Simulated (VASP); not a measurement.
# Hf (Im-3m) in VASP: further runs, part 2 of 2

VASP 6.6.1. The steps go on from the part before.

## 3. Relaxation of cell and atoms, PBE, target pressure -1.7 GPa, at which the enthalpy is minimised

File INCAR:

```
PREC = Accurate
ENCUT = 600
EDIFF = 1E-6
ISMEAR = -1
SIGMA = 0.1
LREAL = F
LASPH = T
NELM = 100
ALGO = Normal
ISIF = 3
LWAVE = F
LCHARG = F
GGA = PE
IBRION = 2
NSW = 32
EDIFFG = -0.005
PSTRESS = -17.0
```

File KPOINTS:

```
Automatic mesh
0
Gamma
  15 15 15
```

File POSCAR:

```
Hf
1.0
   -1.7849734805      1.7849734805      1.7849734805
    1.7849734805     -1.7849734805      1.7849734805
    1.7849734805      1.7849734805     -1.7849734805
Hf
1
Direct
    0.0000000000      0.0000000000      0.0000000000
```

Potentials or basis: VASP PAW PBE potentials, release 64 (Hf_pv).

Run with:

```
cat potpaw_PBE.64/Hf_pv/POTCAR > POTCAR
mpirun -np 1 vasp_std > vasp.out
```

OUTCAR:

```text
PREC = Accurate
   ENCUT = 600
   EDIFF = 1E-6
   ISMEAR = -1
   LREAL = F
   LASPH = T
   NELM = 100
   ISIF = 3
   GGA = PE
   IBRION = 2
   NSW = 32
   EDIFFG = -0.005
   PSTRESS = -17.0

 ion  position               nearest neighbor table
   1  0.000  0.000  0.000-

  LATTYP: Found a body centered cubic cell.
 ALAT       =     3.5699469610

  Lattice vectors:

 A1 = (  -1.7849734805,   1.7849734805,   1.7849734805)
 A2 = (   1.7849734805,  -1.7849734805,   1.7849734805)
 A3 = (   1.7849734805,   1.7849734805,  -1.7849734805)

Analysis of symmetry for initial positions (statically):
=====================================================================
 Subroutine PRICEL returns:
 Original cell was already a primitive cell.

[... 255 lines left out ...]
 cond. band min:       4.4931887690   @ k =   0.3333   0.2000   0.0667
 fundamental gap:      0.0609672170
 Fermi energy:         4.4896956483

 k-point     1 :       0.0000    0.0000    0.0000
  band No.  band energies     occupation
      1     -25.3948      2.00000
      2     -25.3948      2.00000
      3     -25.3948      2.00000
      4      -2.5062      2.00000
      5       6.0079      0.00000
      6       6.0079      0.00000
      7       6.0079      0.00000
      8       8.7506      0.00000
      9       8.7506      0.00000
[... 265 lines left out ...]
 k-point    24 :       0.4000    0.2000    0.0000
  band No.  band energies     occupation
      1     -26.0822      2.00000
      2     -25.7590      2.00000
      3     -25.4738      2.00000
      4       2.1504      2.00000
      5       3.9936      1.98608
      6       4.6113      0.45735
      7       8.4470      0.00000
      8       9.6529      0.00000
      9      12.8441      0.00000

 [... further k-points ...]

------------------------ aborting loop because EDIFF is reached ----------------------------------------

  FORCE on cell =-STRESS in cart. coord.  units (eV):
  Direction    XX          YY          ZZ          XY          YZ          ZX
  --------------------------------------------------------------------------------------
  -------------------------------------------------------------------------------------
  Total       -0.2406721     -0.2406721     -0.2406721      0.0000000      0.0000000     -0.0000000
  in kB      -17.0138992    -17.0138992    -17.0138992      0.0000000      0.0000000     -0.0000000
  external PRESSURE =      -0.0138992 kB  Pullay stress =     -17.0000000 kB
[... 20 lines left out ...]
  energy  without entropy=       -9.7074240544  energy(sigma->0) =       -9.74030297

  enthalpy is  TOTEN    =       -10.0136574293 eV   P V=       -0.2404755357

 reached required accuracy - stopping structural energy minimisation
```

CONTCAR:

```text
Hf
   1.00000000000000
    -1.7827516900771017    1.7827516900771017    1.7827516900771017
     1.7827516900771017   -1.7827516900771017    1.7827516900771017
     1.7827516900771017    1.7827516900771017   -1.7827516900771017
  Hf
     1
Direct
     0.0000000000000000    0.0000000000000000    0.0000000000000000

  0.00000000E+00  0.00000000E+00  0.00000000E+00
```

Wall time 46 s (1 thread of Intel Xeon 6975P-C, shared host); peak memory 0.18 GiB.

Results:

```
Free energy                                            : -9.7732 eV
Relaxed volume                                         : 22.66 Å³/atom
Relaxed cell                                           : a = 3.088 Å, b = 3.088 Å, c = 3.088 Å, α = 109.47°, β = 109.47°, γ = 109.47°
Space group after relaxing (to 0.05 Å)                 : Im-3m (No. 229)
Energy change on relaxing (the enthalpy is what falls) : -1.0 meV/atom
Ionic steps                                            : 3
Pressure after relaxing                                : -1.7 GPa
Band gap on the k mesh                                 : zero (band 5 reaches 6.01 eV, above the bottom of band 6 at 3.75 eV)
```

The path:
```tsv
step	energy change (eV)	largest force (eV/Å)	pressure (GPa)	volume (Å³)
1	0.0000	0.0000	-2.04	22.75
2	-0.0017	0.0000	-1.39	22.59
3	-0.0010	0.0000	-1.70	22.66
```

Final structure:
```
Hf
1.0
    -1.78275    1.78275    1.78275
     1.78275   -1.78275    1.78275
     1.78275    1.78275   -1.78275
Hf
1
Cartesian
  0.0000 0.0000 0.0000
```

Levels at points of the mesh, in eV from the Fermi level:
```
           k point  band 3  band 4  band 5  band 6  band 7  band 8
(0.00, 0.00, 0.00)  -29.88   -7.00    1.52    1.52    1.52    4.26
```

Caveat: the cell is relaxed towards a set pressure, so the enthalpy falls and the energy may rise; spin-orbit coupling is left out, which moves the levels of the heavy elements.

## 4. Relaxation of cell and atoms, PBE, target pressure -1.7 GPa, at which the enthalpy is minimised

This run uses another cell than the first one, of 22.97 Å³/atom, 1.010 times its volume.

File INCAR:

```
SYSTEM = Hf
  PREC = Accurate
  ENCUT = 600
  EDIFF = 1E-6
  ISMEAR = -1
  SIGMA = 0.1
  LREAL = .FALSE.
  LASPH = .TRUE.
  NELM = 60
  ALGO = Normal
  ISIF = 3
  LWAVE = .FALSE.
  LCHARG = .FALSE.
  GGA = PE
  IBRION = 2
  NSW = 60
  EDIFFG = -0.005
  PSTRESS = -17.0
```

File KPOINTS:

```
Automatic mesh
0
G
  15 15 15
  0 0 0
```

File POSCAR:

```
Hf
1.0
   -1.7907510291      1.7907510291      1.7907510291
    1.7907510291     -1.7907510291      1.7907510291
    1.7907510291      1.7907510291     -1.7907510291
Hf
1
Direct
    0.0000000000      0.0000000000      0.0000000000
```

Run with:

```
cat potpaw_PBE.64/Hf_pv/POTCAR > POTCAR
mpirun -np 1 vasp_std > vasp.out
```

It took 46 s on 1 thread of Intel Xeon 6975P-C, shared host; peak memory 0.19 GiB.

The run converged. Its results:

* Free energy: -9.7732 eV
* Relaxed volume: 22.66 Å³/atom
* Relaxed cell: a = 3.088 Å, b = 3.088 Å, c = 3.088 Å, α = 109.47°, β = 109.47°, γ = 109.47°
* Space group after relaxing (to 0.05 Å): Im-3m (No. 229)
* Energy change on relaxing (the enthalpy is what falls): -4.5 meV/atom
* Ionic steps: 3
* Pressure after relaxing: -1.7 GPa
* Band gap on the k mesh: zero (band 5 reaches 6.01 eV, above the bottom of band 6 at 3.75 eV)

Step by step:
| step | energy change (eV) | largest force (eV/Å) | pressure (GPa) | volume (Å³) |
| --- | --- | --- | --- | --- |
| 1 | 0.0000 | 0.0000 | -2.93 | 22.97 |
| 2 | -0.0064 | 0.0000 | -0.50 | 22.39 |
| 3 | -0.0045 | 0.0000 | -1.70 | 22.66 |

Final structure:
```
CELL_PARAMETERS angstrom
-1.78270 1.78270 1.78270
1.78270 -1.78270 1.78270
1.78270 1.78270 -1.78270
ATOMIC_POSITIONS crystal
Hf 0.00000 0.00000 0.00000
```

Levels at points of the mesh, in eV from the Fermi level:
```tsv
k point	band 2	band 3	band 4	band 5	band 6	band 7	band 8	band 9
(0.00, 0.00, 0.00)	-29.88	-29.88	-7.00	1.52	1.52	1.52	4.26	4.26
```

Caveat: the cell is relaxed towards a set pressure, so the enthalpy falls and the energy may rise; spin-orbit coupling is left out, which moves the levels of the heavy elements.

## 5. Summary

```tsv
task	cell	cutoff (eV)	gap on the mesh (eV)	pressure (GPa)
single point	a = 3.092 Å, angles 109.5°, 1 atom	520	none	-2.1
relaxation of cell and atoms	relaxed to -1.7 GPa from a = 3.092 Å, angles 109.5°, 1 atom	600	none	-1.7
relaxation of cell and atoms	relaxed to -1.7 GPa from a = 3.102 Å, angles 109.5°, 1 atom	600	none	-1.7
```

Alike in all rows: level PBE; potentials or basis VASP PAW PBE potentials, release 64 (Hf_pv); no spin polarisation; k mesh 15 × 15 × 15; smearing fermi-dirac 0.1 eV.

Caveats: spin-orbit coupling is left out, which moves the levels of the heavy elements; the cell is relaxed towards a set pressure, so the enthalpy falls and the energy may rise (some runs).

Absolute energies hang on the potentials; compare differences alone.
